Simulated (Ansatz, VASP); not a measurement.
## One calculation of HfN, two programs

The input INCAR:

```
PREC = Accurate
ENCUT = 520
EDIFF = 1E-6
ISMEAR = 0
SIGMA = 0.15
LREAL = F
LASPH = T
NELM = 100
ALGO = Normal
ISIF = 2
LWAVE = F
LCHARG = F
GGA = PS
NBANDS = 23
```

The input KPOINTS:

```
regular mesh
0
Gamma
  18 18 10
```

The input POSCAR:

```
HfN
1.0
    3.1277073063      0.0000000000      0.0000000000
   -1.5638536532      2.7086739828      0.0000000000
    0.0000000000      0.0000000000      5.4717999706
Hf N
2 2
Direct
    0.6666666667      0.3333333333      0.7500000000
    0.3333333333      0.6666666667      0.2500000000
    0.0000000000      0.0000000000      0.0000000000
    0.0000000000      0.0000000000      0.5000000000
```

Input for Ansatz:

```yaml
crystal:
  lattice:
    - [3.1277073063, 0.0, 0.0]
    - [-1.5638536532, 2.7086739828, 0.0]
    - [0.0, 0.0, 5.4717999706]
  atoms:
    - { symbol: Hf, position: [0.6666666667, 0.3333333333, 0.75] }
    - { symbol: Hf, position: [0.3333333333, 0.6666666667, 0.25] }
    - { symbol: "N", position: [0.0, 0.0, 0.0] }
    - { symbol: "N", position: [0.0, 0.0, 0.5] }
basis:
  ecutwfc: 420
kpoints:
  mp_grid: { grid: [18, 18, 10] }
hamiltonian:
  xc: pbesol
scf:
  occupations: { method: gaussian, width: 0.15 }
output:
  forces: true
  stress: true
  eigenvalues: true
```

Change from the starting cell: strain +0.000 along x and y, +0.015 along z, atoms carried along.

Alike in both runs: task single point; functional PBEsol; k mesh 18 × 18 × 10; occupations gaussian, width 0.15 eV; no spin polarisation.

```csv
,VASP,Ansatz
version,VASP 6.6.1,Ansatz 0.2.0
potentials or method,"VASP PAW PBE potentials, release 64 (Hf_pv, N), cutoff 520 eV","scalar-relativistic, plane waves, PAW"
valence electrons in the cell,30,62
```

Ansatz gave:

```
gap on the k mesh at the Fermi level (eV)                     : none
pressure (GPa)                                                : -4.1
traceless stress, the component that is largest in VASP (GPa) : -4.04
```

Problem. Which values does VASP return?

Solution. gap on the k mesh at the Fermi level (eV): none; pressure (GPa): -6.1; traceless stress, the component that is largest in VASP (GPa): -4.01.

VASP's potentials were made for PBE, not for PBEsol. A gap of «none» marks a metal or a gap that the smearing closes. VASP's potentials hold 30 valence electrons a cell and Ansatz's 62, so a difference there can come from the potentials and not from the codes.

Spin-orbit coupling is off throughout.
